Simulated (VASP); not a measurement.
Runs of VASP 6.6.1 on BeCdTeSe. The structure is that of space group P4/mmm (No. 123), or close to it. The cells are those of the table. 

```csv
task,cell,k mesh,cutoff (eV),gap on the mesh (eV),pressure (GPa),relaxed volume (Å³/atom)
single point,"a = 3.947, b = 3.947, c = 5.568 Å, 4 atoms",4 × 4 × 4,520,none,4.3,-
relaxation of cell and atoms,"relaxed from a = 3.947, b = 3.947, c = 5.568 Å, 4 atoms",4 × 4 × 4,600,none,-0.2,23.48
single point,"a = 4.027, b = 4.027, c = 5.690 Å, 4 atoms",12 × 12 × 8,520,none,0.1,-
relaxation of cell and atoms,"relaxed from a = 4.024, b = 4.024, c = 5.772 Å, 4 atoms",12 × 12 × 8,600,none,0.0,(a)
single point,"a = 4.024, b = 4.024, c = 5.772 Å, 4 atoms",4 × 4 × 4,520,none,0.1,-
```

Alike in all rows: level PBE; potentials or basis VASP PAW PBE potentials, release 64 (Be, Cd, Te, Se); no spin polarisation; smearing gaussian 0.1 eV.

Task: Estimate the missing entries.

Result: (a) 23.10.

Caveats: some runs use coarse meshes; spin-orbit coupling is left out, which moves the levels of the heavy elements.

A k mesh can miss the band edges, and the runs leave out spin-orbit coupling on Cd, Se, Te.

A gap of «none» marks levels without a gap at the run's occupations.
